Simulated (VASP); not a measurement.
# Sr3Ta2O: single point with PBE

The system is Sr3Ta2O.

```
CELL_PARAMETERS angstrom
5.62166 0.00000 0.00000
-2.81083 4.86850 0.00000
0.00000 0.00000 5.83977
ATOMIC_POSITIONS crystal
Sr 0.00000 0.00000 0.50000
Sr 0.33333 0.66667 0.00000
Sr 0.33333 0.66667 0.50000
Ta 0.66667 0.33333 0.29465
Ta 0.66667 0.33333 0.70535
O 0.00000 0.00000 0.00000
```

The cell was generated, and may not be a known phase.

```yaml
Program: VASP 6.6.1
Task: single point
Functional: PBE
Potentials_or_basis: VASP PAW PBE potentials, release 64 (Sr_sv, Ta_pv, O)
Cutoff: 520 eV
k_mesh: 12 × 12 × 6
Occupations: gaussian, width 0.1 eV
Spin: no spin polarisation
```

```json
{
 "Pressure": "0.2 GPa",
 "Largest force": "0.058 eV/Å",
 "Band gap on the k mesh": "zero (bands 29 and 30 overlap by 0.33 eV)"
}
```

Forces on the atoms (eV/Å):
```
Sr   0.000  0.000  0.000
Sr   0.000  0.000  0.000
Sr   0.000  0.000  0.000
Ta   0.000  0.000 -0.058
Ta   0.000  0.000  0.058
O    0.000  0.000  0.000
```

Stress tensor (GPa, compression positive):
```
0.07 0.00 0.00
0.00 0.07 0.00
0.00 0.00 0.35
```

Levels at points of the mesh, in eV from the Fermi level:
| k point | band 26 | band 27 | band 28 | band 29 | band 30 | band 31 | band 32 | band 33 |
| --- | --- | --- | --- | --- | --- | --- | --- | --- |
| (0.00, 0.00, 0.00) | -1.30 | -0.56 | -0.56 | 0.16 | 0.16 | 0.42 | 0.57 | 1.37 |
| (0.50, 0.00, 0.00) | -1.06 | -0.94 | -0.92 | -0.38 | -0.12 | -0.08 | 1.37 | 1.45 |
| (0.00, 0.00, 0.50) | -1.06 | -0.15 | -0.15 | 0.10 | 0.15 | 0.15 | 1.20 | 1.40 |
| (0.50, 0.00, 0.50) | -0.80 | -0.71 | -0.04 | 0.12 | 0.36 | 0.56 | 0.68 | 1.24 |

Wall time 12 min on 1 thread of Intel(R) Xeon(R) Platinum 8488C (Sapphire Rapids), with other jobs on the host, peak memory 0.55 GiB.

Caveat: spin-orbit coupling is left out, which moves the levels of the heavy elements.
